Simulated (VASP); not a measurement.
Runs of VASP 6.6.1 on In. The structure is that of space group P6_3/mmc (No. 194), or close to it. The cells are those of the table. 

```tsv
task	cell	k mesh	cutoff (eV)	gap on the mesh (eV)	pressure (GPa)
single point	a = 3.391, b = 3.391, c = 5.520 Å, angles 90.0, 90.0, 120.0°, 2 atoms	12 × 12 × 7	520	none	-1.4
single point	a = 3.347, b = 3.347, c = 5.449 Å, angles 90.0, 90.0, 120.0°, 2 atoms	12 × 12 × 7	520	none	(a)
single point	a = 3.347, b = 3.347, c = 5.449 Å, angles 90.0, 90.0, 120.0°, 2 atoms	11 × 11 × 6	520	none	0.0
relaxation of cell and atoms	relaxed from a = 3.331, b = 3.331, c = 5.440 Å, angles 90.0, 90.0, 120.0°, 2 atoms	11 × 11 × 6	600	none	0.0
single point	a = 3.207, b = 3.207, c = 5.221 Å, angles 90.0, 90.0, 120.0°, 2 atoms	12 × 12 × 7	520	none	7.4
single point	a = 3.476, b = 3.476, c = 5.658 Å, angles 90.0, 90.0, 120.0°, 2 atoms	12 × 12 × 7	520	none	-3.5
single point	a = 3.434, b = 3.434, c = 5.590 Å, angles 90.0, 90.0, 120.0°, 2 atoms	12 × 12 × 7	520	none	-2.6
single point	a = 3.255, b = 3.255, c = 5.299 Å, angles 90.0, 90.0, 120.0°, 2 atoms	12 × 12 × 7	520	none	4.3
single point	a = 3.347, b = 3.347, c = 5.449 Å, angles 90.0, 90.0, 120.0°, 2 atoms	18 × 18 × 10	520	none	0.0
single point	a = 3.302, b = 3.302, c = 5.375 Å, angles 90.0, 90.0, 120.0°, 2 atoms	12 × 12 × 7	520	none	(b)
```

Alike in all rows: level r2SCAN; potentials or basis VASP PAW PBE potentials, release 64 (In_d); no spin polarisation; smearing fermi-dirac 0.1 eV.

Task: Estimate the missing entries.

Result: (a) 0.1; (b) 1.9.

Caveats: the PAW data sets were made with another functional, which shifts forces and pressure a little; spin-orbit coupling is left out, which moves the levels of the heavy elements.

A k mesh can miss the band edges, and the runs leave out spin-orbit coupling on In.

A gap of «none» marks levels without a gap at the run's occupations.
